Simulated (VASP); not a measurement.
HfB: electric field gradients with RPBE+D3(BJ)

The system is HfB.

```
Hf B
1.0
     0.00000    2.31000    2.31000
     2.31000    0.00000    2.31000
     2.31000    2.31000    0.00000
Hf B
1 1
Direct
  0.50000 0.50000 0.50000
  0.00000 0.00000 0.00000
```

- Program: VASP 6.6.1
- Task: electric field gradients
- Functional: RPBE
- Dispersion: D3(BJ)
- Potentials or basis: VASP PAW PBE potentials, release 64 (Hf_pv, B)
- Cutoff: 420 eV
- k mesh: 2 × 2 × 2
- Occupations: methfessel-paxton, width 0.08 eV
- Spin: no spin polarisation
- Dipole correction: no
- Further INCAR settings: ALGO = Normal; EDIFF = 1e-08; NBANDS = 14

* Pressure: -3.4 GPa
* Dispersion energy per atom: -2.563 eV

Levels at points of the mesh, in eV from the Fermi level:
```tsv
k point	band 4	band 5	band 6	band 7	band 8	band 9
(0.00, 0.00, 0.00)	-11.90	0.02	0.02	0.02	1.61	1.61
(0.50, 0.00, 0.00)	-7.29	-6.45	-3.64	-3.64	4.39	4.39
(0.50, 0.50, 0.00)	-9.09	-3.31	-3.22	0.04	0.04	4.08
```

Wall time 9.5 s on 1 thread of Intel(R) Xeon(R) Platinum 8375C CPU @ 2.90GHz (Ice Lake), on a shared host, peak memory 0.14 GiB.

Caveat: the k points lie up to 1.18 Å⁻¹ apart; three body term missing; without QUAD_EFG the Cq values of the log hold for a quadrupole moment of 1 mb, not for the nuclei; the PAW data sets were made with another functional, which shifts forces and pressure a little; spin-orbit coupling is left out, which moves the levels of the heavy elements; pairwise dispersion overbinds metals, which lowers pressure and volume.
